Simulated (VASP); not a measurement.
Input of a VASP 6.6.1 run:

Contents of INCAR:

```
  PREC = Accurate
  ENCUT = 840
  EDIFF = 1E-6
  ISMEAR = 0
  SIGMA = 0.01
  LREAL = False
  LASPH = True
  NELM = 120
  ALGO = Normal
  ISIF = 2
  LWAVE = False
  LCHARG = False
  NBANDS = 15
  GGA_COMPAT = False
```

File KPOINTS:

```
Automatic mesh
0
Gamma
  12 12 6
```

The input POSCAR:

```
MgO
1.0
    2.9380210000      0.0000000000      0.0000000000
   -1.4690100000      2.5444010000      0.0000000000
    0.0000000000      0.0000000000      2.6796800000
Mg O
1 1
Direct
    0.0000000000      0.0000000000      0.0000000000
    0.3333333333      0.6666666667      0.5000000000
```

Potentials or basis: VASP PAW LDA potentials, release 64 (Mg_sv, O).

Launch:

```console
$ cat potpaw_LDA.64/Mg_sv/POTCAR potpaw_LDA.64/O/POTCAR > POTCAR
$ mpirun -np 1 vasp_std > vasp.out
```

Task: Estimate the pressure.

Result: -9.0 GPa.

Task: Predict the band gap on the k mesh.

Result: 2.96 eV (least direct gap 3.36 eV).

Stress tensor (GPa, compression positive):
```
-8.67  0.00  0.00
 0.00 -8.67  0.00
 0.00  0.00 -9.75
```

Caveat: the cell stands under tension. A k mesh can miss the band edges.
